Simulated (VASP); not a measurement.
Crystal: NaCl.

```xyz
2
Lattice="0.0000 2.7941 2.7941 2.7941 0.0000 2.7941 2.7941 2.7941 0.0000" Properties=species:S:1:pos:R:3 pbc="T T T"
Cl    2.7941    2.7941    2.7941
Na    0.0000    0.0000    0.0000
```

| Quantity | Value |
| --- | --- |
| Program | VASP 6.6.1 |
| Task | relaxation of cell and atoms |
| Functional | PBEsol |
| Dispersion | D3(BJ) |
| Potentials or basis | VASP PAW PBE potentials, release 64 (Cl, Na_pv) |
| Cutoff | 600 eV |
| k mesh | 8 × 8 × 8 |
| Occupations | fermi-dirac, width 0.05 eV |
| Spin | no spin polarisation |

At the start: pressure -1.2 GPa; volume 21.81 Å³/atom.

**Question.** How do energy, volume and symmetry change on relaxing?

**Answer.** Over 4 steps the energy falls by 4.0 meV/atom and the volume is 20.83 Å³/atom (-4.5 %); space group Fm-3m (No. 225, to 0.05 Å).

The path:
| step | energy change (eV) | largest force (eV/Å) | pressure (GPa) | volume (Å³) |
| --- | --- | --- | --- | --- |
| 1 | 0.0000 | 0.0000 | -1.24 | 43.63 |
| 2 | -0.0062 | 0.0000 | -0.59 | 42.57 |
| 3 | -0.0079 | 0.0000 | -0.17 | 41.93 |
| 4 | -0.0080 | 0.0000 | 0.00 | 41.67 |

Final structure:
```
Cl Na
1.0
     0.00000    2.75167    2.75167
     2.75167    0.00000    2.75167
     2.75167    2.75167    0.00000
Cl Na
1 1
Direct
  0.50000 0.50000 0.50000
  0.00000 0.00000 0.00000
```

Caveat: the PAW data sets were made with another functional, which shifts forces and pressure a little.
